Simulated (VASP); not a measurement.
Write the native input for VASP 6.6.1 that does the following.

| Item | Value |
| --- | --- |
| Task | single point |
| Functional | HSE06 |
| Potentials or basis | VASP PAW PBE potentials, release 64 (W_sv, Au) |
| Cutoff | 520 eV |
| k mesh | 4 × 4 × 4 |
| Occupations | fermi-dirac, width 0.05 eV |
| Spin | non-collinear spin, zero start, spin-orbit coupling |
| Starting moments | [[0.0, 0.0, 0.0], [0.0, 0.0, 0.0]] μB |
| Dipole correction | no |
| Grid for exact exchange (PRECFOCK) | Normal |
| Further INCAR settings | ALGO = Normal; EDIFF = 1e-06; NBANDS = 37 |
| Share of exact exchange | 0.25 |
| Screening parameter | 0.2079 1/Å |

The system is WAu.

```
CELL_PARAMETERS angstrom
0.00000 2.90921 2.90921
2.90921 0.00000 2.90921
2.90921 2.90921 0.00000
ATOMIC_POSITIONS crystal
W 0.00000 0.00000 0.00000
Au 0.75000 0.75000 0.75000
```

These files were run (other wordings do the same):

POSCAR

```
WAu
1.0
    0.0000000000      2.9092100000      2.9092100000
    2.9092100000      0.0000000000      2.9092100000
    2.9092100000      2.9092100000      0.0000000000
W Au
1 1
Direct
    0.0000000000      0.0000000000      0.0000000000
    0.7500000000      0.7500000000      0.7500000000
```

INCAR.step1

```
SYSTEM = WAu
ALGO = Normal
EDIFF = 1E-5
ENCUT = 520
GGA = PE
GGA_COMPAT = .False.
ISIF = 2
ISMEAR = -1
LASPH = .True.
LCHARG = .False.
LMAXMIX = 4
LORBIT = 11
LORBMOM = .True.
LREAL = .False.
LSORBIT = .True.
LUSENCCL = .False.
LWAVE = .True.
MAGMOM = 0 0 0 0 0 0
NBANDS = 37
NELM = 150
PREC = Accurate
SIGMA = 0.05
```

INCAR.step2

```
SYSTEM = WAu
ALGO = Normal
EDIFF = 1E-6
ENCUT = 520
GGA = PE
GGA_COMPAT = .False.
HFSCREEN = 0.2079
ISIF = 2
ISMEAR = -1
ISTART = 1
LASPH = .True.
LCHARG = .False.
LHFCALC = .True.
LMAXMIX = 4
LORBIT = 11
LORBMOM = .True.
LREAL = .False.
LSORBIT = .True.
LUSENCCL = .False.
LWAVE = .False.
MAGMOM = 0 0 0 0 0 0
NBANDS = 37
NELM = 150
PREC = Accurate
PRECFOCK = Normal
SIGMA = 0.05
```

KPOINTS

```
k-points
0
Gamma
  4 4 4
  0 0 0
```

Potentials or basis: VASP PAW PBE potentials, release 64 (W_sv, Au).

Run with:

```sh
$ cat potpaw_PBE.64/W_sv/POTCAR potpaw_PBE.64/Au/POTCAR > POTCAR
$ cp INCAR.step1 INCAR
$ mpirun -np 1 vasp_ncl > vasp.out
$ cp INCAR.step2 INCAR
$ mpirun -np 1 vasp_ncl > vasp.out
```

Results of the run:

```
Pressure                                              : -3.1 GPa
Net moment                                            : 0.00 μB per cell
Valence electrons inside the program's atomic spheres : W 11.80; Au 10.02
```

Caveat: the k points lie up to 0.47 Å⁻¹ apart; the PAW data sets were made with another functional, which shifts forces and pressure a little.

It took 18 min on 1 × NVIDIA H100 80GB with 1 thread of Intel(R) Xeon(R) Platinum 8481C CPU @ 2.70GHz (Sapphire Rapids) (shared host), peak memory 1.2 GiB.
